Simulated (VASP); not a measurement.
Input of a VASP 6.6.1 run:

INCAR

```
PREC = Accurate
ENCUT = 520
EDIFF = 1E-6
ISMEAR = 0
SIGMA = 0.1
LREAL = F
LASPH = T
NELM = 80
ALGO = Fast
ISIF = 2
LWAVE = F
LCHARG = T
GGA = PE
LELF = T
LVHAR = T
NBANDS = 43
```

Contents of KPOINTS:

```
regular mesh
0
Gamma
  18 18 4
```

The input POSCAR:

```
RuPt2
1.0
    2.7480794557      0.0000000000      0.0000000000
   -1.3740397279      2.3799066203      0.0000000000
    0.0000000000      0.0000000000     13.3817460528
Ru Pt
2 4
Direct
    0.0000000000      0.0000000000      0.2500000000
    0.0000000000      0.0000000000      0.7500000000
    0.3333333333      0.6666666667      0.0875498011
    0.6666666667      0.3333333333      0.5875498011
    0.3333333333      0.6666666667      0.4124501989
    0.6666666667      0.3333333333      0.9124501989
```

Potentials or basis: VASP PAW PBE potentials, release 64 (Ru_pv, Pt).

The run is started by

```bash
$ cat potpaw_PBE.64/Ru_pv/POTCAR potpaw_PBE.64/Pt/POTCAR > POTCAR
$ mpirun -np 1 vasp_std > vasp.out
```

(1) Predict the band gap on the k mesh.

(2) What does it give for the largest force?

(3) Estimate the pressure.

Results:

(1) zero (bands 34 and 35 overlap by 1.88 eV).

(2) 0.004 eV/Å.

(3) 8.3 GPa.

Caveat: the cell stands under pressure; spin-orbit coupling is left out, which moves the levels of the heavy elements.
